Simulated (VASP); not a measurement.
# OsBr3 (Pm-3m) in VASP: a series of runs

OsBr3 is run at these levels: PBEsol; tasks: single point.

Program: VASP 6.6.1. These are calculated values, not measurements. Logs are shortened: lines on timing, memory, paths and dates and some standing lists are left out, and cuts for length are marked.

**1. The cell of the first run**

It takes space group Pm-3m (No. 221, cubic). The conventional cell has a = 4.958 Å, b = 4.958 Å, c = 4.958 Å, α = 90.00°, β = 90.00°, γ = 90.00°. Os (site symmetry m-3m) has 6 Br at 2.48 Å within 3.3 Å. Br (site symmetry 4/mmm) has 2 Os at 2.48 Å within 3.3 Å.

**2. Single point, PBEsol, collinear spin (30.47 Å³/atom)**

The input, INCAR:

```
PREC = Accurate
ENCUT = 520
EDIFF = 1E-6
ISMEAR = 0
SIGMA = 0.05
LREAL = F
LASPH = T
NELM = 150
ALGO = Normal
ISIF = 2
LWAVE = F
LCHARG = F
ISPIN = 2
MAGMOM = 1.3 0 0 0
LORBIT = 11
LMAXMIX = 4
GGA = PS
NBANDS = 26
```

The input, KPOINTS:

```
regular mesh
0
Gamma
  6 6 6
```

The input, POSCAR:

```
OsBr3
1.0
    4.9580621107      0.0000000000      0.0000000000
    0.0000000000      4.9580621107      0.0000000000
    0.0000000000      0.0000000000      4.9580621107
Os Br
1 3
Direct
    0.0000000000      0.0000000000      0.0000000000
    0.5000000000      0.0000000000      0.0000000000
    0.0000000000      0.0000000000      0.5000000000
    0.0000000000      0.5000000000      0.0000000000
```

Potentials or basis: VASP PAW PBE potentials, release 64 (Os, Br).

Command:

```
$ cat potpaw_PBE.64/Os/POTCAR potpaw_PBE.64/Br/POTCAR > POTCAR
$ mpirun -np 1 vasp_std > vasp.out
```

OUTCAR:

```text
PREC = Accurate
   ENCUT = 520
   EDIFF = 1E-6
   ISMEAR = 0
   LREAL = F
   LASPH = T
   NELM = 150
   ISIF = 2
   ISPIN = 2
   LORBIT = 11
   GGA = PS

 ion  position               nearest neighbor table
   1  0.000  0.000  0.000-   2 2.48   3 2.48   4 2.48   3 2.48   4 2.48   2 2.48
   2  0.500  0.000  0.000-   1 2.48   1 2.48
   3  0.000  0.000  0.500-   1 2.48   1 2.48
   4  0.000  0.500  0.000-   1 2.48   1 2.48

  LATTYP: Found a simple cubic cell.
 ALAT       =     4.9580621107

  Lattice vectors:

 A1 = (   4.9580621107,   0.0000000000,   0.0000000000)
 A2 = (   0.0000000000,   4.9580621107,   0.0000000000)
 A3 = (   0.0000000000,   0.0000000000,   4.9580621107)

Analysis of symmetry for initial positions (statically):
=====================================================================
 Subroutine PRICEL returns:
 Original cell was already a primitive cell.

 Routine SETGRP: Setting up the symmetry group for a
 simple cubic supercell.

 Subroutine GETGRP returns: Found 48 space group operations
 (whereof 48 operations were pure point group operations)
 out of a pool of 48 trial point group operations.

The static configuration has the point symmetry O_h .

Analysis of symmetry for dynamics (positions and initial velocities):
=====================================================================
 Subroutine PRICEL returns:
 Original cell was already a primitive cell.

 Routine SETGRP: Setting up the symmetry group for a
 simple cubic supercell.

 Subroutine GETGRP returns: Found 48 space group operations
 (whereof 48 operations were pure point group operations)
 out of a pool of 48 trial point group operations.

The dynamic configuration has the point symmetry O_h .

Analysis of structural, dynamic, and magnetic symmetry:
=====================================================================
 Subroutine PRICEL returns:
 Original cell was already a primitive cell.

 Routine SETGRP: Setting up the symmetry group for a
 simple cubic supercell.

 Subroutine GETGRP returns: Found 48 space group operations
 (whereof 48 operations were pure point group operations)
 out of a pool of 48 trial point group operations.

The overall configuration has the point symmetry O_h .

 Subroutine INISYM returns: Found 48 space group operations
[... 119 lines left out ...]
  Thomas-Fermi vector in A             =   2.147674
   LORBIT       =     11    0 simple, 1 ext, 2 COOP (PROOUT), +10 PAW based schemes
   GGA     = PS    functional components
   LHFCALC =     F    Hartree Fock is set to
   AEXX    =    0.0000 exact exchange contribution
   IVDW    =     0    specifies the selected vdW correction
   LEPSILON=     F    determine dielectric tensor
   LRPA    =     F    only Hartree local field effects (RPA)
 spin polarized calculation
 Gauss-broadening in eV      SIGMA  =   0.05
  energy-cutoff  :      520.00
  volume of cell :      121.88
 maximum number of plane-waves:      3328
 NGX is ok and might be reduce to    40
   NGX = 19   NGY = 19   NGZ = 19

 number of electron      28.9999994 magnetization       1.9907707

 Free energy of the ion-electron system (eV)
  ---------------------------------------------------
  ext. energy  EPLUGINS =         0.00000000
  ---------------------------------------------------
  free energy    TOTEN  =       -16.02846908 eV

  energy without entropy =      -16.01925459  energy(sigma->0) =      -16.02386184

 E-fermi :   1.3332     XC(G=0):  -8.3047

 val. band max:        1.2610067484   @ k =   0.3333   0.3333   0.1667
 cond. band min:       1.3368588967   @ k =   0.5000   0.3333   0.1667
 fundamental gap:      0.0758521483
 Fermi energy:         1.3331551773

 spin component 1

 k-point     1 :       0.0000    0.0000    0.0000
  band No.  band energies     occupation
      1     -14.9986      1.00000
      2     -13.9611      1.00000
      3     -13.9611      1.00000
      4      -3.8069      1.00000
      5      -3.8069      1.00000
      6      -3.8069      1.00000
[... 569 lines left out ...]
     25      12.0616      0.00000
     26      12.0905      0.00000
 Fermi energy:         1.3331551773

 spin component 2

 k-point     1 :       0.0000    0.0000    0.0000
  band No.  band energies     occupation
      1     -14.8477      1.00000
      2     -13.8097      1.00000
      3     -13.8097      1.00000
      4      -3.6965      1.00000
      5      -3.6965      1.00000
      6      -3.6965      1.00000
[... 569 lines left out ...]
     25      12.2128      0.00000
     26      12.2235      0.00000

------------------------ aborting loop because EDIFF is reached ----------------------------------------

  FORCE on cell =-STRESS in cart. coord.  units (eV):
  Direction    XX          YY          ZZ          XY          YZ          ZX
  --------------------------------------------------------------------------------------
  -------------------------------------------------------------------------------------
  Total        2.1099624      2.1099624      2.1099624      0.0000000     -0.0000000      0.0000000
  in kB       27.7363567     27.7363567     27.7363567      0.0000000     -0.0000000      0.0000000
  external PRESSURE =      27.7363567 kB  Pullay stress =       0.0000000 kB

 VOLUME and BASIS-vectors are now :
 -----------------------------------------------------------------------------
  energy-cutoff  :      520.00
  volume of cell :      121.88
      direct lattice vectors                 reciprocal lattice vectors
     4.958062111  0.000000000  0.000000000     0.201691705  0.000000000  0.000000000
     0.000000000  4.958062111  0.000000000     0.000000000  0.201691705  0.000000000
     0.000000000  0.000000000  4.958062111     0.000000000  0.000000000  0.201691705

 POSITION                                       TOTAL-FORCE (eV/Angst)
 -----------------------------------------------------------------------------------
      0.00000      0.00000      0.00000         0.000000      0.000000      0.000000
      2.47903      0.00000      0.00000         0.000000      0.000000      0.000000
      0.00000      0.00000      2.47903         0.000000      0.000000      0.000000
      0.00000      2.47903      0.00000         0.000000      0.000000      0.000000
 -----------------------------------------------------------------------------------
    total drift:                                0.000000      0.000000     -0.000000

  FREE ENERGIE OF THE ION-ELECTRON SYSTEM (eV)
  ---------------------------------------------------
  free  energy   TOTEN  =       -16.0284690819 eV

  energy  without entropy=      -16.0192545883  energy(sigma->0) =      -16.02386184

 total charge

# of ion       s       p       d       tot
------------------------------------------
    1        0.504   0.466   6.060   7.030
    2        1.608   3.193   0.055   4.856
    3        1.608   3.193   0.055   4.856
    4        1.608   3.193   0.055   4.856
--------------------------------------------------
tot          5.327  10.044   6.227  21.598

 magnetization (x)

# of ion       s       p       d       tot
------------------------------------------
    1        0.025   0.004   1.372   1.401
    2        0.005   0.117   0.003   0.126
    3        0.005   0.117   0.003   0.126
    4        0.005   0.117   0.003   0.126
--------------------------------------------------
tot          0.041   0.355   1.382   1.778
```

stdout:

```text
POSCAR found type information on POSCAR OsBr
 POSCAR found :  2 types and       4 ions
 scaLAPACK will be used
 -----------------------------------------------------------------------------
|                                                                             |
|                                                                             |
|     You enforced a specific xc type in the INCAR file but a different       |
|     I HOPE YOU KNOW WHAT YOU ARE DOING!                                     |
|                                                                             |
 -----------------------------------------------------------------------------

 LDA part: xc-table for (Slater+PW92), standard interpolation
 POSCAR, INCAR and KPOINTS ok, starting setup
 FFT: planning ... GRIDC
 FFT: planning ... GRID_SOFT
 FFT: planning ... GRID
 WAVECAR not read
 entering main loop
```

It took 2.7 min on 1 thread of Intel Xeon 8259CL, shared host; peak memory 0.34 GiB.

Results:

| Quantity | Value |
| --- | --- |
| Free energy | -16.0285 eV |
| Pressure | 2.8 GPa |
| Net moment | 1.99 μB per cell |
| Site moments | Os +1.40; Br +0.13 μB |
| Valence electrons inside the program's atomic spheres | Os 7.03; Br 4.86 |

Levels at points of the mesh, in eV from the Fermi level:
Spin up:
| k point | band 13 | band 14 | band 15 | band 16 | band 17 | band 18 |
| --- | --- | --- | --- | --- | --- | --- |
| (0.00, 0.00, 0.00) | -2.00 | -2.00 | -2.00 | -1.29 | -1.29 | 1.29 |
| (0.50, 0.00, 0.00) | -2.13 | -1.29 | -0.36 | -0.36 | -0.11 | 6.03 |
| (0.50, 0.50, 0.00) | -0.82 | -0.35 | -0.35 | -0.25 | 4.50 | 6.93 |
| (0.50, 0.50, 0.50) | -0.22 | -0.22 | -0.22 | 4.51 | 4.51 | 4.81 |
Spin down:
```tsv
k point	band 9	band 10	band 11	band 12	band 13	band 14	band 15	band 16	band 17	band 18
(0.00, 0.00, 0.00)	-2.16	-1.85	-1.85	-1.85	-1.72	-1.72	-1.72	-0.69	-0.69	1.81
(0.50, 0.00, 0.00)	-3.23	-2.41	-1.96	-1.96	-1.70	-0.69	0.39	0.39	0.44	6.16
(0.50, 0.50, 0.00)	-3.77	-2.82	-2.82	-1.05	-0.24	0.40	0.40	0.64	4.92	7.01
(0.50, 0.50, 0.50)	-5.01	-1.03	-1.03	-1.03	0.67	0.67	0.67	4.90	4.94	4.94
```

Caveat: the PAW data sets were made with another functional, which shifts forces and pressure a little; spin-orbit coupling is left out, which moves the levels of the heavy elements.

(Continued in part 2 of 2.)
